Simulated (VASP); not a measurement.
A run of VASP 6.6.1 is set up as follows.

INCAR

```
SYSTEM = Ge
PREC     = Accurate       ! precision mode
ENCUT    = 520            ! plane-wave cutoff, eV
EDIFF    = 1E-7           ! SCF threshold, eV
ISMEAR   = -1             ! smearing method
SIGMA    = 0.1            ! smearing width, eV
LREAL    = .False.        ! projectors in reciprocal space
LASPH    = .True.         ! aspherical terms in the spheres
NELM     = 80             ! most SCF steps
ALGO     = Normal         ! electronic algorithm
ISIF     = 2              ! what is computed and relaxed
LWAVE    = .False.        ! write WAVECAR
LCHARG   = .True.         ! write CHGCAR
GGA      = CA             ! functional
LELF     = .True.         ! ELF
LVHAR    = .True.       
NBANDS   = 13             ! bands
```

The input KPOINTS:

```
regular mesh
0
Gamma
  15 15 15
  0 0 0
```

POSCAR

```
Ge
1.0
   -1.6700310219      1.6700310219      1.6700310219
    1.6700310219     -1.6700310219      1.6700310219
    1.6700310219      1.6700310219     -1.6700310219
Ge
1
Direct
    0.0000000000      0.0000000000      0.0000000000
```

Potentials or basis: VASP PAW LDA potentials, release 64 (Ge_d).

Run with:

```sh
$ cat potpaw_LDA.64/Ge_d/POTCAR > POTCAR
$ mpirun -np 1 vasp_std > vasp.out
```

Problem. What does it give for the band gap on the k mesh?

Solution. Zero (bands 7 and 8 overlap by 12.18 eV).

Problem. Predict the pressure.

Solution. -3.3 GPa.

Caveat: the cell stands under tension.
